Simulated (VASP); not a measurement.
Here is a VASP 6.6.1 calculation.

The input POSCAR:

```
InAs
1.0
    0.0000000000      3.0535616600      3.0535616600
    3.0535616600      0.0000000000      3.0535616600
    3.0535616600      3.0535616600      0.0000000000
In As
1 1
Direct
    0.2500000000      0.2500000000      0.2500000000
    0.0000000000      0.0000000000      0.0000000000
```

Contents of INCAR.step1:

```
SYSTEM = InAs
PREC     = Accurate       ! precision mode
ENCUT    = 600            ! plane-wave cutoff, eV
ISMEAR   = 0              ! smearing method
SIGMA    = 0.01           ! smearing width, eV
LREAL    = .False.        ! projectors in reciprocal space
LASPH    = .True.         ! aspherical terms in the spheres
NELM     = 60             ! most SCF steps
GGA      = PE             ! functional
ALGO     = Normal         ! electronic algorithm
EDIFF    = 1E-4           ! SCF threshold, eV
LWAVE    = .True.         ! write WAVECAR
LCHARG   = .False.        ! write CHGCAR
```

The input INCAR.step2:

```
SYSTEM = InAs
PREC     = Accurate       ! precision mode
ENCUT    = 600            ! plane-wave cutoff, eV
EDIFF    = 1E-7           ! SCF threshold, eV
ISMEAR   = 0              ! smearing method
SIGMA    = 0.01           ! smearing width, eV
LREAL    = .False.        ! projectors in reciprocal space
LASPH    = .True.         ! aspherical terms in the spheres
NELM     = 60             ! most SCF steps
ALGO     = Normal         ! electronic algorithm
ISIF     = 3              ! what is computed and relaxed
LWAVE    = .False.        ! write WAVECAR
LCHARG   = .False.        ! write CHGCAR
METAGGA  = R2SCAN         ! meta-GGA
LMIXTAU  = .True.       
IBRION   = 2              ! ionic algorithm
NSW      = 100            ! ionic steps
EDIFFG   = -0.002         ! ionic threshold
ISTART   = 1
```

Contents of KPOINTS:

```
regular mesh
0
Gamma
  8 8 8
  0 0 0
```

Potentials or basis: VASP PAW PBE potentials, release 64 (In_d, As).

Launch:

```sh
$ cat potpaw_PBE.64/In_d/POTCAR potpaw_PBE.64/As/POTCAR > POTCAR
$ cp INCAR.step1 INCAR
$ mpirun -np 1 vasp_std > vasp.out
$ cp INCAR.step2 INCAR
$ mpirun -np 1 vasp_std > vasp.out
```

Predict the relaxed cell.

a = 4.319 Å, b = 4.319 Å, c = 4.319 Å, α = 60.00°, β = 60.00°, γ = 60.00°.

Estimate the space group after relaxing (to 0.1 Å).

F-43m (No. 216).

Estimate the band gap on the k mesh.

0.08 eV.

Predict the relaxed volume.

28.49 Å³/atom.

Final structure:
```
CELL_PARAMETERS angstrom
0.00000 3.05433 3.05433
3.05433 0.00000 3.05433
3.05433 3.05433 0.00000
ATOMIC_POSITIONS crystal
In 0.25000 0.25000 0.25000
As 0.00000 0.00000 0.00000
```

Caveat: the PAW data sets were made with another functional, which shifts forces and pressure a little; spin-orbit coupling is left out, which moves the levels of the heavy elements.
